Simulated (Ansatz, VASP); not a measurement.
**Two plane-wave programs on SiSe2**

```
CELL_PARAMETERS angstrom
-3.11202 5.01022 2.93545
3.11202 -5.01022 2.93545
3.11202 5.01022 -2.93545
ATOMIC_POSITIONS crystal
Si 0.75000 0.75000 0.00000
Si 0.25000 0.25000 0.00000
Se 0.12065 0.20322 0.32387
Se 0.87935 0.79678 0.67613
Se 0.37935 0.70322 0.08257
Se 0.62065 0.29678 0.91743
```

Alike in both runs: task relaxation of cell and atoms; functional PBE; k mesh 6 × 6 × 6; occupations gaussian, width 0.02 eV; no spin polarisation.

```csv
,VASP,Ansatz
version,VASP 6.6.1,Ansatz 0.2.0
potentials or method,"VASP PAW PBE potentials, release 64 (Si, Se), cutoff 500 eV","scalar-relativistic, plane waves, PAW"
valence electrons in the cell,32,72
```

VASP gave:

```
gap on the k mesh at the Fermi level, each at its own relaxed structure (eV) : 2.23
relaxed volume (Å³/atom)                                                     : 35.97
relaxed length of the cell vector where the two differ most in proportion (Å)              : 7.059
```

Problem. Which values does Ansatz return?

Solution. gap on the k mesh at the Fermi level, each at its own relaxed structure (eV): 2.24; relaxed volume (Å³/atom): 35.98; relaxed length of the cell vector where the two differ most in proportion (Å): 7.058.

VASP's potentials hold 32 valence electrons a cell and Ansatz's 72, so a difference there can come from the potentials and not from the codes.

Noted on VASP's run: the volume moved by over 15 % at a fixed basis, so the end points are rough.
